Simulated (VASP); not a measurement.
Runs of VASP 6.6.1 on Cu. The structure is that of space group Fd-3m (No. 227), or close to it. The cells are those of the table. 

```tsv
task	cell	cutoff (eV)	gap on the mesh (eV)	pressure (GPa)
relaxation of cell and atoms	relaxed to 10 GPa from a = 3.514 Å, angles 60.0°, 2 atoms	600	none	10.0
single point	a = 3.622 Å, angles 60.0°, 2 atoms	520	none	(a)
single point	a = 3.477 Å, angles 60.0°, 2 atoms	520	none	20.4
relaxation of cell and atoms	relaxed to 5 GPa from a = 3.514 Å, angles 60.0°, 2 atoms	600	none	5.0
relaxation of cell and atoms	relaxed from a = 3.514 Å, angles 60.0°, 2 atoms	600	none	-0.1
```

Alike in all rows: level PBEsol; potentials or basis VASP PAW PBE potentials, release 64 (Cu); no spin polarisation; k mesh 15 × 15 × 15; smearing fermi-dirac 0.1 eV.

Task: Fill in the values left out.

Result: (a) 5.1.

Caveats: the PAW data sets were made with another functional, which shifts forces and pressure a little; the cell is relaxed towards a set pressure, so the enthalpy falls and the energy may rise (some runs).

A gap of «none» marks levels without a gap at the run's occupations.
